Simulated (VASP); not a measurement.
# Ag (Fm-3m) in VASP: further runs

Runs on Ag. Level: PBE. Tasks: single point, relaxation of cell and atoms.

Program: VASP 6.6.1. These are calculated values, not measurements. Logs are shortened: lines on timing, memory, paths and dates and some standing lists are left out, and cuts for length are marked.

## (1) The cell of the first run

The structure is cubic, space group Fm-3m (No. 225). The conventional cell has a = 4.148 Å, b = 4.148 Å, c = 4.148 Å, α = 90.00°, β = 90.00°, γ = 90.00°. Ag (site symmetry m-3m) has 12 Ag at 2.93 Å within 3.9 Å.

## (2) Single point, PBE

INCAR reads:

```
SYSTEM = Ag
  PREC = Accurate
  ENCUT = 520
  EDIFF = 1E-6
  ISMEAR = -1
  SIGMA = 0.15
  LREAL = .FALSE.
  LASPH = .TRUE.
  NELM = 100
  ALGO = Fast
  ISIF = 2
  LWAVE = .FALSE.
  LCHARG = .FALSE.
  GGA = PE
  NBANDS = 12
```

KPOINTS reads:

```
Automatic mesh
0
G
  20 20 20
  0 0 0
```

POSCAR reads:

```
Ag
1.0
    0.0000000000      2.0741717953      2.0741717953
    2.0741717953      0.0000000000      2.0741717953
    2.0741717953      2.0741717953      0.0000000000
Ag
1
Direct
    0.0000000000      0.0000000000      0.0000000000
```

Potentials or basis: VASP PAW PBE potentials, release 64 (Ag).

Launch:

```sh
cat potpaw_PBE.64/Ag/POTCAR > POTCAR
mpirun -np 1 vasp_std > vasp.out
```

OUTCAR:

```text
SYSTEM = Ag
   PREC = Accurate
   ENCUT = 520
   EDIFF = 1E-6
   ISMEAR = -1
   LREAL = .FALSE.
   LASPH = .TRUE.
   NELM = 100
   ISIF = 2
   GGA = PE

 ion  position               nearest neighbor table
   1  0.000  0.000  0.000-

  LATTYP: Found a face centered cubic cell.
 ALAT       =     4.1483435906

  Lattice vectors:

 A1 = (   0.0000000000,   2.0741717953,   2.0741717953)
 A2 = (   2.0741717953,   0.0000000000,   2.0741717953)
 A3 = (   2.0741717953,   2.0741717953,   0.0000000000)

Analysis of symmetry for initial positions (statically):
=====================================================================
 Subroutine PRICEL returns:
 Original cell was already a primitive cell.

 Routine SETGRP: Setting up the symmetry group for a
 face centered cubic supercell.

 Subroutine GETGRP returns: Found 48 space group operations
 (whereof 48 operations were pure point group operations)
 out of a pool of 48 trial point group operations.

The static configuration has the point symmetry O_h .

Analysis of symmetry for dynamics (positions and initial velocities):
=====================================================================
 Subroutine PRICEL returns:
 Original cell was already a primitive cell.

 Routine SETGRP: Setting up the symmetry group for a
 face centered cubic supercell.

 Subroutine GETGRP returns: Found 48 space group operations
 (whereof 48 operations were pure point group operations)
 out of a pool of 48 trial point group operations.

The dynamic configuration has the point symmetry O_h .

 Subroutine INISYM returns: Found 48 space group operations
 (whereof 48 operations are pure point group operations),
 and found     1 'primitive' translations

----------------------------------------------------------------------------------------

                                     Primitive cell

  volume of cell :      17.8470

  direct lattice vectors                    reciprocal lattice vectors
     0.000000000  2.074171795  2.074171795    -0.241060071  0.241060071  0.241060071
     2.074171795  0.000000000  2.074171795     0.241060071 -0.241060071  0.241060071
     2.074171795  2.074171795  0.000000000     0.241060071  0.241060071 -0.241060071

  length of vectors
     2.933321884  2.933321884  2.933321884     0.417528290  0.417528290  0.417528290

  position of ions in fractional coordinates (direct lattice)
     0.000000000  0.000000000  0.000000000

  ion indices of the primitive-cell ions
   primitive index   ion index
                 1           1
[... 80 lines left out ...]
   POTIM  = 0.5000    time-step for ionic-motion
   TEBEG  =    0.0;   TEEND  =   0.0 temperature during run
   PSTRESS=    0.0 pullay stress
   NELECT =      11.0000    total number of electrons
   NUPDOWN=      -1.0000    fix difference up-down
   EMIN   =  10.00;   EMAX   =-10.00  energy-range for DOS
   EFERMI =   0.00;   METHOD = LEGACY
   ISMEAR =    -1;   SIGMA  =   0.15  broadening in eV -4-tet -1-fermi 0-gaus
   EFERMI_NEDOS =   21; number of points for ismear=-14 and -15
   IALGO  =     68    algorithm
   IMIX   =      4    mixing-type and parameters
     AMIX     =   0.40;   BMIX     =  1.00
     AMIX_MAG =   1.60;   BMIX_MAG =  1.00
  volume/ion in A,a.u.               =      17.85       120.44
  Fermi-wavevector in a.u.,A,eV,Ry     =   1.393213  2.632792 26.409504  1.941044
  Thomas-Fermi vector in A             =   2.516881
   LORBIT       =      0    0 simple, 1 ext, 2 COOP (PROOUT), +10 PAW based schemes
   GGA     = PE    functional components
   LHFCALC =     F    Hartree Fock is set to
   AEXX    =    0.0000 exact exchange contribution
   IVDW    =     0    specifies the selected vdW correction
   LEPSILON=     F    determine dielectric tensor
   LRPA    =     F    only Hartree local field effects (RPA)
 non-spin polarized calculation
 RMM-DIIS sequential band-by-band and
  energy-cutoff  :      520.00
  volume of cell :       17.85
 maximum number of plane-waves:       531
 NGX is ok and might be reduce to    24
   NGX = 11   NGY = 11   NGZ = 11

 number of electron      11.0000000 magnetization

 Free energy of the ion-electron system (eV)
  ---------------------------------------------------
  ext. energy  EPLUGINS =         0.00000000
  ---------------------------------------------------
  free energy    TOTEN  =        -2.72871169 eV

  energy without entropy =       -2.71015855  energy(sigma->0) =       -2.71943512

 E-fermi :   7.8378     XC(G=0): -11.9394

 val. band max:        7.7384572604   @ k =   0.4500   0.4000   0.0500
 cond. band min:       7.8385892104   @ k =   0.5000   0.3000   0.1000
 fundamental gap:      0.1001319501
 Fermi energy:         7.8377687286

 k-point     1 :       0.0000    0.0000    0.0000
  band No.  band energies     occupation
      1       0.3732      2.00000
      2       3.1642      2.00000
      3       3.1642      2.00000
      4       3.1642      2.00000
      5       4.1171      2.00000
      6       4.1171      2.00000
      7      23.7298      0.00000
      8      27.0379      0.00000
      9      27.0379      0.00000
     10      27.0379      0.00000
     11      31.7372      0.00000
     12      32.5941      0.00000
[... 331 lines left out ...]
 k-point    24 :      -0.3500    0.0500    0.0000
  band No.  band energies     occupation
      1       1.8251      2.00000
      2       3.2161      2.00000
      3       3.2535      2.00000
      4       4.4415      2.00000
      5       4.5293      2.00000
      6       5.5839      2.00000
      7      14.3602      0.00000
      8      23.2116      0.00000
      9      24.9145      0.00000
     10      26.4292      0.00000
     11      29.9219      0.00000
     12      30.2549      0.00000

 [... further k-points ...]

------------------------ aborting loop because EDIFF is reached ----------------------------------------

  FORCE on cell =-STRESS in cart. coord.  units (eV):
  Direction    XX          YY          ZZ          XY          YZ          ZX
  --------------------------------------------------------------------------------------
  -------------------------------------------------------------------------------------
  Total       -0.0064462     -0.0064462     -0.0064462      0.0000000     -0.0000000      0.0000000
  in kB       -0.5786946     -0.5786946     -0.5786946      0.0000000     -0.0000000      0.0000000
  external PRESSURE =      -0.5786946 kB  Pullay stress =       0.0000000 kB

 VOLUME and BASIS-vectors are now :
 -----------------------------------------------------------------------------
  energy-cutoff  :      520.00
  volume of cell :       17.85
      direct lattice vectors                 reciprocal lattice vectors
     0.000000000  2.074171795  2.074171795    -0.241060071  0.241060071  0.241060071
     2.074171795  0.000000000  2.074171795     0.241060071 -0.241060071  0.241060071
     2.074171795  2.074171795  0.000000000     0.241060071  0.241060071 -0.241060071

 POSITION                                       TOTAL-FORCE (eV/Angst)
 -----------------------------------------------------------------------------------
      0.00000      0.00000      0.00000         0.000000      0.000000     -0.000000
 -----------------------------------------------------------------------------------
    total drift:                               -0.000000      0.000000      0.000000

  FREE ENERGIE OF THE ION-ELECTRON SYSTEM (eV)
  ---------------------------------------------------
  free  energy   TOTEN  =        -2.7287116940 eV

  energy  without entropy=       -2.7101585499  energy(sigma->0) =       -2.71943512
```

stdout:

```text
POSCAR found type information on POSCAR Ag
 POSCAR found :  1 types and       1 ions
 scaLAPACK will be used
 LDA part: xc-table for (Slater+PW92), standard interpolation
 POSCAR, INCAR and KPOINTS ok, starting setup
 FFT: planning ... GRIDC
 FFT: planning ... GRID_SOFT
 FFT: planning ... GRID
 WAVECAR not read
 entering main loop
```

It took 29 s on 1 thread of Intel Xeon Platinum 8375C at 2.90GHz (Ice Lake), shared host; peak memory 0.18 GiB.

Results:

| Property | Result |
| --- | --- |
| Free energy | -2.7287 eV |
| Pressure | -0.1 GPa |

Levels at points of the mesh, in eV from the Fermi level:
```csv
k point,band 4,band 5,band 6,band 7,band 8,band 9
"(0.00, 0.00, 0.00)",-4.67,-3.72,-3.72,15.89,19.20,19.20
"(0.50, 0.00, 0.00)",-2.99,-2.99,-0.30,3.33,15.12,17.38
"(0.50, 0.50, 0.00)",-2.79,-2.79,1.62,6.37,10.41,10.41
```

## (3) Single point, PBE (volume scaled by 1.02)

INCAR reads:

```
PREC     = Accurate       # precision mode
ENCUT    = 520            # plane-wave cutoff, eV
EDIFF    = 1E-7           # SCF threshold, eV
ISMEAR   = -1             # smearing method
SIGMA    = 0.15           # smearing width, eV
LREAL    = False          # projectors in reciprocal space
LASPH    = True           # aspherical terms in the spheres
NELM     = 60             # most SCF steps
ALGO     = Normal         # electronic algorithm
ISIF     = 2              # what is computed and relaxed
LWAVE    = False          # write WAVECAR
LCHARG   = False          # write CHGCAR
GGA      = PE             # functional
NBANDS   = 12             # bands
```

KPOINTS reads:

```
regular mesh
0
Gamma
  20 20 20
```

POSCAR reads:

```
Ag
1.0
    0.0000000000      2.0879084327      2.0879084327
    2.0879084327      0.0000000000      2.0879084327
    2.0879084327      2.0879084327      0.0000000000
Ag
1
Direct
    0.0000000000      0.0000000000      0.0000000000
```

Potentials or basis: VASP PAW PBE potentials, release 64 (Ag).

Launch:

```sh
cat potpaw_PBE.64/Ag/POTCAR > POTCAR
mpirun -np 1 vasp_std > vasp.out
```

Wall time 26 s (1 thread of Intel Xeon Platinum 8375C at 2.90GHz (Ice Lake), shared host); peak memory 0.18 GiB.

Results (log left out):

```yaml
Free_energy: -2.7267 eV
Pressure: -1.8 GPa
```

Levels at points of the mesh, in eV from the Fermi level:
```tsv
k point	band 2	band 3	band 4	band 5	band 6	band 7	band 8	band 9	band 10	band 11
(0.00, 0.00, 0.00)	-4.61	-4.61	-4.61	-3.69	-3.69	15.84	19.03	19.03	19.03	23.69
(0.50, 0.00, 0.00)	-4.63	-4.63	-2.98	-2.98	-0.25	3.23	15.07	17.17	17.17	21.91
(0.50, 0.50, 0.00)	-5.94	-3.01	-2.79	-2.79	1.64	6.22	10.31	10.31	16.39	16.39
```

Caveat: the cell differs from its parent crystal (volume scaled by 1.02).

## (4) Relaxation of cell and atoms, PBE

INCAR reads:

```
SYSTEM = Ag
PREC = Accurate
ENCUT = 600
EDIFF = 1E-6
ISMEAR = -1
SIGMA = 0.15
LREAL = .False.
LASPH = .True.
NELM = 60
ALGO = Normal
ISIF = 3
LWAVE = .False.
LCHARG = .False.
GGA = PE
IBRION = 2
NSW = 80
EDIFFG = -0.001
```

KPOINTS reads:

```
Automatic mesh
0
Gamma
  20 20 20
  0 0 0
```

POSCAR reads:

```
Ag
1.0
    0.0000000000      2.0735956984      2.0735956984
    2.0735956984      0.0000000000      2.0735956984
    2.0735956984      2.0735956984      0.0000000000
Ag
1
Direct
    0.0000000000      0.0000000000      0.0000000000
```

Launch:

```sh
cat potpaw_PBE.64/Ag/POTCAR > POTCAR
mpirun -np 1 vasp_std > vasp.out
```

Run time: 36 s. Hardware: 1 thread of Intel Xeon Platinum 8375C at 2.90GHz (Ice Lake), shared host; peak memory 0.19 GiB.

The run converged. Its results:

```yaml
Free_energy: -2.7285 eV
Relaxed_volume: 17.82 Å³/atom
Relaxed_cell: a = 2.932 Å, b = 2.932 Å, c = 2.932 Å, α = 60.00°, β = 60.00°, γ = 60.00°
Space_group_after_relaxing_to_0.05_Å: Fm-3m (No. 225)
Energy_gained_by_relaxing: 0.0 meV/atom
Ionic_steps: 3
Pressure_after_relaxing: 0.0 GPa
```

Final structure:
```
Ag
1.0
     0.00000    2.07306    2.07306
     2.07306    0.00000    2.07306
     2.07306    2.07306    0.00000
Ag
1
Direct
  0.00000 0.00000 0.00000
```

Levels at points of the mesh, in eV from the Fermi level:
```csv
k point,band 2,band 3,band 4,band 5,band 6,band 7,band 8,band 9
"(0.00, 0.00, 0.00)",-4.68,-4.68,-4.68,-3.72,-3.72,15.90,19.21,19.21
"(0.50, 0.00, 0.00)",-4.70,-4.70,-2.99,-2.99,-0.31,3.34,15.12,17.39
"(0.50, 0.50, 0.00)",-6.06,-3.02,-2.79,-2.79,1.62,6.38,10.42,10.42
```

## (5) Summary

| task | cell | cutoff (eV) | gap on the mesh (eV) | pressure (GPa) |
| --- | --- | --- | --- | --- |
| single point | a = 2.933 Å, angles 60.0°, 1 atom | 520 | none | -0.1 |
| single point | a = 2.953 Å, angles 60.0°, 1 atom | 520 | none | -1.8 |
| relaxation of cell and atoms | relaxed from a = 2.933 Å, angles 60.0°, 1 atom | 600 | none | 0.0 |

Alike in all rows: level PBE; potentials or basis VASP PAW PBE potentials, release 64 (Ag); no spin polarisation; k mesh 20 × 20 × 20; smearing fermi-dirac 0.15 eV.

Total energies depend on the potentials used, so only differences within one code and one set of settings carry meaning.
